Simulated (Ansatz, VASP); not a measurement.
# Pb: VASP beside Ansatz

The input INCAR:

```
SYSTEM = Pb
PREC = Accurate
ENCUT = 520
EDIFF = 1E-6
ISMEAR = -1
SIGMA = 0.1
LREAL = .FALSE.
LASPH = .TRUE.
NELM = 100
ALGO = Normal
ISIF = 2
LWAVE = .FALSE.
LCHARG = .TRUE.
GGA = PS
LELF = .TRUE.
LVHAR = .TRUE.
NBANDS = 28
```

The input KPOINTS:

```
Automatic mesh
0
G
  8 8 11
  0 0 0
```

The input POSCAR:

```
Pb
1.0
    5.4865422620      0.0000000000      0.0000000000
   -2.7432711310      4.7514849778      0.0000000000
    0.0000000000      0.0000000000      3.3330254434
Pb
3
Direct
    1.0000000000      1.0000000000      0.0000000000
    0.3333333333      0.6666666667      0.5000000000
    0.6666666667      0.3333333333      0.5000000000
```

Input for Ansatz:

```yaml
crystal:
  lattice:
    - [5.486542262, 0.0, 0.0]
    - [-2.743271131, 4.7514849778, 0.0]
    - [0.0, 0.0, 3.3330254434]
  atoms:
    - { symbol: Pb, position: [1.0, 1.0, 0.0] }
    - { symbol: Pb, position: [0.3333333333, 0.6666666667, 0.5] }
    - { symbol: Pb, position: [0.6666666667, 0.3333333333, 0.5] }
hamiltonian:
  xc: pbesol
  pseudopotentials:
    kind: paw
    azcp:
      Pb: "pseudopotentials/Pb.paw.azcp"
basis:
  ecutwfc: 420
  fft_grid_basis: typed
kpoints:
  mp_grid: { grid: [8, 8, 11], shift: [0, 0, 0] }
magnetization:
  spin_polarized: false
scf:
  occupations: { method: fermi_dirac, width: 0.1 }
  lower_state_search: "off"
output:
  stress: true
  write_density: true
  write_potential: true
  elf: true
  volumetric_format: npy
```

Alike in both runs: task single point; functional PBEsol; k mesh 8 × 8 × 11; occupations fermi-dirac, width 0.1 eV; no spin polarisation.

|  | VASP | Ansatz |
| --- | --- | --- |
| version | VASP 6.6.1 | Ansatz 0.2.0 |
| potentials or method | VASP PAW PBE potentials, release 64 (Pb_d), cutoff 520 eV | plane waves (420 eV) with PAW, scalar-relativistic |
| valence electrons in the cell | 42 | 42 |

VASP gave:

```
pressure (GPa)                                                : 2.1
traceless stress, the component that is largest in VASP (GPa) : -0.92
```

**Question.** What did Ansatz give for the same quantities?

**Answer.** Pressure (GPa): 2.2; traceless stress, the component that is largest in VASP (GPa): -0.92.

VASP's potentials were made for PBE, not for PBEsol, and Ansatz warns of the same on its side.

Neither program's run includes spin-orbit coupling.
